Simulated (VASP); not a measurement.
# IrRh4 (P6_3/mmc) in VASP: notebook

The runs below take IrRh4 through single point, relaxation of cell and atoms, with PBE.

All numbers are computed with VASP 6.6.1; they aren't measurements. Logs are shortened: lines on timing, memory, paths and dates and some standing lists are left out, and cuts for length are marked.

### 1 The cell of the first run

The structure is hexagonal, space group P6_3/mmc (No. 194). The conventional cell has a = 3.022 Å, b = 3.022 Å, c = 17.317 Å, α = 90.00°, β = 90.00°, γ = 120.00°. Ir (site symmetry -6m2) has 6 Rh at 2.46 Å and 6 Ir at 3.02 Å within 3.2 Å. Rh (site symmetry 3m) has 12 Rh at 2.46 to 3.02 Å within 3.2 Å. Within 3.2 Å of Rh (site symmetry 3m) lie 9 Rh at 2.46 to 3.02 Å and 3 Ir at 2.46 Å.

### 2 Single point, PBE

INCAR reads:

```
  PREC = Accurate
  ENCUT = 520
  EDIFF = 1E-6
  ISMEAR = 0
  SIGMA = 0.1
  LREAL = False
  LASPH = True
  NELM = 100
  ALGO = Fast
  ISIF = 2
  LWAVE = False
  LCHARG = False
  GGA = PE
  NBANDS = 80
```

KPOINTS reads:

```
Automatic mesh
0
Gamma
  6 6 1
```

POSCAR reads:

```
IrRh4
1.0
    3.0217965700      0.0000000000      0.0000000000
   -1.5108982900      2.6169526000      0.0000000000
    0.0000000000      0.0000000000     17.3173125000
Ir Rh
2 8
Direct
    0.3333333300      0.6666666700      0.7500000000
    0.6666666700      0.3333333300      0.2500000000
    0.3333333300      0.6666666700      0.9500000000
    0.3333333300      0.6666666700      0.1500000000
    0.3333333300      0.6666666700      0.3500000000
    0.3333333300      0.6666666700      0.5500000000
    0.6666666700      0.3333333300      0.0500000000
    0.6666666700      0.3333333300      0.4500000000
    0.6666666700      0.3333333300      0.6500000000
    0.6666666700      0.3333333300      0.8500000000
```

Potentials or basis: VASP PAW PBE potentials, release 64 (Ir, Rh_pv).

Launch:

```
cat potpaw_PBE.64/Ir/POTCAR potpaw_PBE.64/Rh_pv/POTCAR > POTCAR
mpirun -np 1 vasp_std > vasp.out
```

OUTCAR:

```text
PREC = Accurate
   ENCUT = 520
   EDIFF = 1E-6
   ISMEAR = 0
   LREAL = False
   LASPH = True
   NELM = 100
   ISIF = 2
   GGA = PE

 ion  position               nearest neighbor table
   1  0.333  0.667  0.750-   9 2.46  10 2.46   9 2.46  10 2.46   9 2.46  10 2.46
   2  0.667  0.333  0.250-   4 2.46   5 2.46   4 2.46   5 2.46   4 2.46   5 2.46
   3  0.333  0.667  0.950-   7 2.46  10 2.46   7 2.46  10 2.46   7 2.46  10 2.46
   4  0.333  0.667  0.150-   2 2.46   7 2.46   2 2.46   7 2.46   2 2.46   7 2.46
   5  0.333  0.667  0.350-   2 2.46   8 2.46   2 2.46   8 2.46   2 2.46   8 2.46
   6  0.333  0.667  0.550-   8 2.46   9 2.46   8 2.46   9 2.46   8 2.46   9 2.46
   7  0.667  0.333  0.050-   3 2.46   4 2.46   3 2.46   4 2.46   3 2.46   4 2.46
   8  0.667  0.333  0.450-   6 2.46   5 2.46   6 2.46   5 2.46   6 2.46   5 2.46
   9  0.667  0.333  0.650-   1 2.46   6 2.46   1 2.46   6 2.46   1 2.46   6 2.46
  10  0.667  0.333  0.850-   1 2.46   3 2.46   1 2.46   3 2.46   1 2.46   3 2.46

  LATTYP: Found a hexagonal cell.
 ALAT       =     3.0217965700
 C/A-ratio  =     5.7308002372

  Lattice vectors:

 A1 = (   3.0217965700,   0.0000000000,   0.0000000000)
 A2 = (  -1.5108982900,   2.6169526000,   0.0000000000)
 A3 = (   0.0000000000,   0.0000000000,  17.3173125000)

Analysis of symmetry for initial positions (statically):
=====================================================================
 Subroutine PRICEL returns:
 Original cell was already a primitive cell.

 Routine SETGRP: Setting up the symmetry group for a
 hexagonal supercell.

 Subroutine GETGRP returns: Found 24 space group operations
 (whereof 12 operations were pure point group operations)
 out of a pool of 24 trial point group operations.

The static configuration has the point symmetry D_3d.
 The point group associated with its full space group is D_6h.

Analysis of symmetry for dynamics (positions and initial velocities):
=====================================================================
 Subroutine PRICEL returns:
 Original cell was already a primitive cell.

 Routine SETGRP: Setting up the symmetry group for a
 hexagonal supercell.

 Subroutine GETGRP returns: Found 24 space group operations
 (whereof 12 operations were pure point group operations)
 out of a pool of 24 trial point group operations.

The dynamic configuration has the point symmetry D_3d.
 The point group associated with its full space group is D_6h.

 Subroutine INISYM returns: Found 24 space group operations
 (whereof 12 operations are pure point group operations),
 and found     1 'primitive' translations

----------------------------------------------------------------------------------------

                                     Primitive cell

  volume of cell :     136.9435

  direct lattice vectors                    reciprocal lattice vectors
     3.021796570  0.000000000  0.000000000     0.330928961  0.191061925  0.000000000
    -1.510898290  2.616952600  0.000000000     0.000000000  0.382123849  0.000000000
     0.000000000  0.000000000 17.317312500     0.000000000  0.000000000  0.057745681

  length of vectors
     3.021796570  3.021796577 17.317312500     0.382123850  0.382123849  0.057745681

  position of ions in fractional coordinates (direct lattice)
     0.333333330  0.666666670  0.750000000
     0.666666670  0.333333330  0.250000000
     0.333333330  0.666666670  0.950000000
     0.333333330  0.666666670  0.150000000
     0.333333330  0.666666670  0.350000000
     0.333333330  0.666666670  0.550000000
     0.666666670  0.333333330  0.050000000
     0.666666670  0.333333330  0.450000000
     0.666666670  0.333333330  0.650000000
     0.666666670  0.333333330  0.850000000

  ion indices of the primitive-cell ions
   primitive index   ion index
                 1           1
                 2           2
                 3           3
                 4           4
                 5           5
                 6           6
                 7           7
                 8           8
                 9           9
                10          10

----------------------------------------------------------------------------------------

 KPOINTS: Automatic mesh

Automatic generation of k-mesh.
 Grid dimensions read from file:
 generate k-points for:    6    6    1

 Generating k-lattice:

  Cartesian coordinates                     Fractional coordinates (reciprocal lattice)
     0.055154827  0.031843654  0.000000000     0.166666667  0.000000000  0.000000000
     0.000000000  0.063687308  0.000000000     0.000000000  0.166666667  0.000000000
     0.000000000  0.000000000  0.057745681     0.000000000  0.000000000  1.000000000

  Length of vectors
     0.063687308  0.063687308  0.057745681

  Shift w.r.t. Gamma in fractional coordinates (k-lattice)
     0.000000000  0.000000000  0.000000000

 Subroutine IBZKPT returns following result:
 ===========================================

 Found      7 irreducible k-points:

 Following reciprocal coordinates:
            Coordinates               Weight
  0.000000  0.000000  0.000000      1.000000
  0.166667  0.000000  0.000000      6.000000
  0.333333  0.000000  0.000000      6.000000
  0.500000  0.000000  0.000000      3.000000
  0.166667  0.166667  0.000000      6.000000
  0.333333  0.166667  0.000000     12.000000
  0.333333  0.333333  0.000000      2.000000
   k-points           NKPTS =      7   k-points in BZ     NKDIM =      7   number of bands    NBANDS=     80
   number of dos      NEDOS =    301   number of ions     NIONS =     10
   total plane-waves  NPLWV =  80640
   dimension x,y,z NGX =    24 NGY =   24 NGZ =  140
   dimension x,y,z NGXF=    48 NGYF=   48 NGZF=  280
   ions per type =               2   8
   NGX,Y,Z   is equivalent  to a cutoff of  13.20, 13.20, 13.44 a.u.
   NGXF,Y,Z  is equivalent  to a cutoff of  26.41, 26.41, 26.88 a.u.
 SYSTEM =  unknown system
   PREC   = accura    normal or accurate (medium, high low for compatibility)
   ISTART =      0    job   : 0-new  1-cont  2-samecut
   ICHARG =      2    charge: 1-file 2-atom 10-const
   ISPIN  =      1    spin polarized calculation?
   LNONCOLLINEAR =      F non collinear calculations
   LSORBIT =      F    spin-orbit coupling
   LASPH  =      T    aspherical Exc in radial PAW
   ENCUT  =  520.0 eV  38.22 Ry    6.18 a.u.   5.62  5.62 32.20*2*pi/ulx,y,z
   NELM   =    100;   NELMIN=  2; NELMDL= -5     # of ELM steps
   EDIFF  = 0.1E-05   stopping-criterion for ELM
   LREAL  =      F    real-space projection
   EDIFFG = 0.1E-04   stopping-criterion for IOM
   NSW    =      0    number of steps for IOM
   IBRION =     -1    ionic relax: 0-MD 1-quasi-New 2-CG
   NFREE  =      0    steps in history (QN), initial steepest desc. (CG)
   ISIF   =      2    stress and relaxation
   ISYM   =      2    0-nonsym 1-usesym 2-fastsym
   POTIM  = 0.5000    time-step for ionic-motion
   TEBEG  =    0.0;   TEEND  =   0.0 temperature during run
   PSTRESS=    0.0 pullay stress
   NELECT =     138.0000    total number of electrons
   NUPDOWN=      -1.0000    fix difference up-down
   EMIN   =  10.00;   EMAX   =-10.00  energy-range for DOS
   EFERMI =   0.00;   METHOD = LEGACY
   ISMEAR =     0;   SIGMA  =   0.10  broadening in eV -4-tet -1-fermi 0-gaus
   EFERMI_NEDOS =   21; number of points for ismear=-14 and -15
   IALGO  =     68    algorithm
   IMIX   =      4    mixing-type and parameters
     AMIX     =   0.40;   BMIX     =  1.00
     AMIX_MAG =   1.60;   BMIX_MAG =  1.00
  volume/ion in A,a.u.               =      13.69        92.41
  Fermi-wavevector in a.u.,A,eV,Ry     =   1.641298  3.101603 36.652161  2.693858
  Thomas-Fermi vector in A             =   2.731792
   LORBIT       =      0    0 simple, 1 ext, 2 COOP (PROOUT), +10 PAW based schemes
   GGA     = PE    functional components
   LHFCALC =     F    Hartree Fock is set to
   AEXX    =    0.0000 exact exchange contribution
   IVDW    =     0    specifies the selected vdW correction
   LEPSILON=     F    determine dielectric tensor
   LRPA    =     F    only Hartree local field effects (RPA)
 non-spin polarized calculation
 RMM-DIIS sequential band-by-band and
 Gauss-broadening in eV      SIGMA  =   0.10
  energy-cutoff  :      520.00
  volume of cell :      136.94
 maximum number of plane-waves:      3737
 NGX is ok and might be reduce to    24
   NGX = 11   NGY = 11   NGZ = 65

 number of electron     138.0000036 magnetization

 Free energy of the ion-electron system (eV)
  ---------------------------------------------------
  ext. energy  EPLUGINS =         0.00000000
  ---------------------------------------------------
  free energy    TOTEN  =       -68.03109364 eV

  energy without entropy =      -67.91970333  energy(sigma->0) =      -67.97539848

 E-fermi :  11.7922     XC(G=0): -13.9846

 val. band max:       11.7511562314   @ k =   0.0000   0.0000   0.0000
 cond. band min:      11.7933442352   @ k =   0.3333   0.1667   0.0000
 fundamental gap:      0.0421880038
 Fermi energy:        11.7921803923

 k-point     1 :       0.0000    0.0000    0.0000
  band No.  band energies     occupation
      1     -35.5409      2.00000
      2     -35.5301      2.00000
      3     -35.3464      2.00000
      4     -35.3245      2.00000
      5     -34.9535      2.00000
      6     -34.9366      2.00000
[... 72 lines left out ...]
     79      13.0418      0.00000
     80      13.1452      0.00000

 k-point     2 :       0.1667    0.0000    0.0000
  band No.  band energies     occupation
      1     -35.4958      2.00000
      2     -35.4892      2.00000
      3     -35.3673      2.00000
      4     -35.3525      2.00000
      5     -35.0878      2.00000
      6     -35.0725      2.00000
[... 72 lines left out ...]
     79      13.2524      0.00000
     80      13.9009      0.00000
[... 330 lines left out ...]
     79      14.7926      0.00000
     80      16.2124      0.00000

 k-point     7 :       0.3333    0.3333    0.0000
  band No.  band energies     occupation
      1     -35.3787      2.00000
      2     -35.3787      2.00000
      3     -35.3774      2.00000
      4     -35.3774      2.00000
      5     -35.1944      2.00000
      6     -35.1944      2.00000
[... 72 lines left out ...]
     79      16.1277      0.00000
     80      16.3642      0.00000

------------------------ aborting loop because EDIFF is reached ----------------------------------------

  FORCE on cell =-STRESS in cart. coord.  units (eV):
  Direction    XX          YY          ZZ          XY          YZ          ZX
  --------------------------------------------------------------------------------------
  -------------------------------------------------------------------------------------
  Total       20.9433988     20.9433989     60.3892808     -0.0000000      0.0000000      0.0000000
  in kB      245.0282571    245.0282581    706.5271663     -0.0000005      0.0000000      0.0000000
  external PRESSURE =     398.8612272 kB  Pullay stress =       0.0000000 kB

 VOLUME and BASIS-vectors are now :
 -----------------------------------------------------------------------------
  energy-cutoff  :      520.00
  volume of cell :      136.94
      direct lattice vectors                 reciprocal lattice vectors
     3.021796570  0.000000000  0.000000000     0.330928961  0.191061925  0.000000000
    -1.510898290  2.616952600  0.000000000     0.000000000  0.382123849  0.000000000
     0.000000000  0.000000000 17.317312500     0.000000000  0.000000000  0.057745681

 POSITION                                       TOTAL-FORCE (eV/Angst)
 -----------------------------------------------------------------------------------
     -0.00000      1.74464     12.98798        -0.000000      0.000000     -0.000000
      1.51090      0.87232      4.32933         0.000000      0.000000     -0.000000
     -0.00000      1.74464     16.45145         0.000000     -0.000000      0.240452
     -0.00000      1.74464      2.59760         0.000000      0.000000     -0.492411
     -0.00000      1.74464      6.06106         0.000000      0.000000      0.492411
     -0.00000      1.74464      9.52452         0.000000     -0.000000     -0.240452
      1.51090      0.87232      0.86587        -0.000000      0.000000     -0.240452
      1.51090      0.87232      7.79279        -0.000000      0.000000      0.240452
      1.51090      0.87232     11.25625         0.000000     -0.000000     -0.492411
      1.51090      0.87232     14.71972         0.000000     -0.000000      0.492411
 -----------------------------------------------------------------------------------
    total drift:                               -0.000020      0.000012     -0.000001

  FREE ENERGIE OF THE ION-ELECTRON SYSTEM (eV)
  ---------------------------------------------------
  free  energy   TOTEN  =       -68.0310936422 eV

  energy  without entropy=      -67.9197033254  energy(sigma->0) =      -67.97539848
```

Run time: 73 s. Hardware: 1 thread of Intel Xeon 6975P-C (Granite Rapids), shared host; peak memory 0.29 GiB.

Results:

* Free energy: -68.0311 eV
* Pressure: 39.9 GPa
* Largest force: 0.492 eV/Å
* Band gap on the k mesh: zero (band 69 reaches 11.90 eV, above the bottom of band 70 at 11.73 eV)

Forces on the atoms (eV/Å):
```
Ir   0.000  0.000  0.000
Ir   0.000  0.000  0.000
Rh   0.000  0.000  0.240
Rh   0.000  0.000 -0.492
Rh   0.000  0.000  0.492
Rh   0.000  0.000 -0.240
Rh   0.000  0.000 -0.240
Rh   0.000  0.000  0.240
Rh   0.000  0.000 -0.492
Rh   0.000  0.000  0.492
```

Stress tensor (GPa, compression positive):
```
24.50  0.00  0.00
 0.00 24.50  0.00
 0.00  0.00 70.65
```

Caveat: the k points lie up to 0.40 Å⁻¹ apart; spin-orbit coupling is left out, which moves the levels of the heavy elements.

### 3 Relaxation of cell and atoms, PBE

INCAR reads:

```
SYSTEM = IrRh4
PREC = Accurate ; ENCUT = 600
EDIFF = 1E-6 ; ISMEAR = 0
SIGMA = 0.1 ; LREAL = .FALSE.
LASPH = .TRUE. ; NELM = 60
ALGO = Fast ; ISIF = 3
LWAVE = .FALSE. ; LCHARG = .FALSE.
GGA = PE ; IBRION = 2
NSW = 90 ; EDIFFG = -0.04
```

KPOINTS reads:

```
regular mesh
0
G
  6 6 1
  0 0 0
```

POSCAR is that of step 2.

Potentials or basis: VASP PAW PBE potentials, release 64 (Ir, Rh_pv).

Launch:

```
cat potpaw_PBE.64/Ir/POTCAR potpaw_PBE.64/Rh_pv/POTCAR > POTCAR
mpirun -np 1 vasp_std > vasp.out
```

It took 17 min on 1 thread of Intel Xeon 6975P-C (Granite Rapids), shared host; peak memory 0.34 GiB.

The run converged. Its results:

* Free energy: -75.2367 eV
* Relaxed volume: 14.21 Å³/atom
* Relaxed cell: a = 2.744 Å, b = 2.744 Å, c = 21.791 Å, α = 90.00°, β = 90.00°, γ = 120.00°
* Space group after relaxing (to 0.05 Å): P6_3/mmc (No. 194)
* Energy gained by relaxing: 720.7 meV/atom
* Ionic steps: 16
* Pressure after relaxing: 0.1 GPa
* Largest force after relaxing: 0.038 eV/Å
* Band gap on the k mesh: zero (band 69 reaches 11.72 eV, above the bottom of band 70 at 9.78 eV)

Forces in eV/Å, atoms in the order of the input:
```
Ir   0.000  0.000  0.000
Ir   0.000  0.000  0.000
Rh   0.000  0.000  0.005
Rh   0.000  0.000  0.038
Rh   0.000  0.000 -0.038
Rh   0.000  0.000 -0.005
Rh   0.000  0.000 -0.005
Rh   0.000  0.000  0.005
Rh   0.000  0.000  0.038
Rh   0.000  0.000 -0.038
```

Stress tensor (GPa, compression positive):
```
-0.04  0.00  0.00
 0.00 -0.04  0.00
 0.00  0.00  0.31
```

The path:
| step | energy change (eV) | largest force (eV/Å) | pressure (GPa) | volume (Å³) |
| --- | --- | --- | --- | --- |
| 1 | 0.0000 | 0.4923 | 39.79 | 136.94 |
| 2 | 5.8368 | 0.4401 | -35.15 | 214.17 |
| 3 | -2.8501 | 0.1831 | -10.64 | 160.37 |
| 4 | -2.8896 | 0.1510 | -7.80 | 158.23 |
| 5 | -5.5214 | 0.1540 | -11.32 | 153.10 |
| 6 | 2.1683 | 0.2516 | 63.48 | 128.63 |
| 7 | -6.6619 | 0.1685 | -10.35 | 149.37 |
| 8 | -7.0188 | 0.1042 | -2.83 | 143.76 |
| 9 | -7.0890 | 0.1345 | -6.90 | 146.10 |
| 10 | -7.0978 | 0.1276 | -6.45 | 145.79 |
| 11 | -6.6173 | 0.1539 | 21.25 | 133.21 |
| 12 | -7.1754 | 0.1089 | -0.07 | 142.22 |
| 13 | -7.2039 | 0.1215 | 0.00 | 142.14 |
| 14 | -7.2039 | 0.1206 | 0.14 | 142.07 |
| 15 | -7.2067 | 0.0539 | 0.09 | 142.11 |
| 16 | -7.2073 | 0.0380 | 0.08 | 142.13 |

Final structure:
```xyz
10
Lattice="2.7443 0.0000 0.0000 -1.3722 2.3767 0.0000 0.0000 0.0000 21.7912" Properties=species:S:1:pos:R:3 pbc="T T T"
Ir    0.0000    1.5844   16.3434
Ir    1.3722    0.7922    5.4478
Rh    0.0000    1.5844   20.7095
Rh    0.0000    1.5844    3.2706
Rh    0.0000    1.5844    7.6251
Rh    0.0000    1.5844   11.9773
Rh    1.3722    0.7922    1.0817
Rh    1.3722    0.7922    9.8139
Rh    1.3722    0.7922   14.1662
Rh    1.3722    0.7922   18.5207
```

Levels at points of the mesh, in eV from the Fermi level:
```
           k point  band 68  band 69  band 70  band 71  band 72  band 73  band 74  band 75  band 76  band 77
(0.00, 0.00, 0.00)    -0.79    -0.76    -0.76    -0.70    -0.70    -0.50    -0.16    -0.16     0.00     0.00
(0.50, 0.00, 0.00)     0.60     0.60     0.71     0.71     0.78     1.17     1.17     1.51     1.78     2.20
```

Caveat: the k points lie up to 0.44 Å⁻¹ apart in the final cell; spin-orbit coupling is left out, which moves the levels of the heavy elements.
